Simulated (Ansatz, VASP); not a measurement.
**Ba in VASP and in Ansatz**

```xyz
2
Lattice="4.1224 0.0000 0.0000 -2.0612 3.5701 0.0000 0.0000 0.0000 7.5151" Properties=species:S:1:pos:R:3 pbc="T T T"
Ba    0.0000    0.0000    1.8688
Ba    0.0000    0.0000    5.6463
```

Alike in both runs: functional PBE; k mesh 3 × 3 × 4; occupations gaussian, width 0.1 eV; no spin polarisation.

Ansatz relaxed the structure, and its values are those at the end. VASP's run is a single point on that final structure, the one shown.

|  | VASP | Ansatz |
| --- | --- | --- |
| version | VASP 6.6.1 | Ansatz 0.2.0 |
| potentials or method | VASP PAW PBE potentials, release 64 (Ba_sv), cutoff 520 eV | scalar-relativistic, plane waves, PAW |
| valence electrons in the cell | 20 | 20 |

```csv
,VASP,Ansatz,Ansatz less VASP
gap on the k mesh at the Fermi level (eV),none,none,-
pressure (GPa),0.2,0.0,-0.18
rms of the force components (eV/Å),0.008,0.006,-0.0022
```

A gap of «none» marks a metal or a gap that the smearing closes.

The k mesh is coarse, so the values compare programs but aren't converged. Spin-orbit coupling is off throughout.
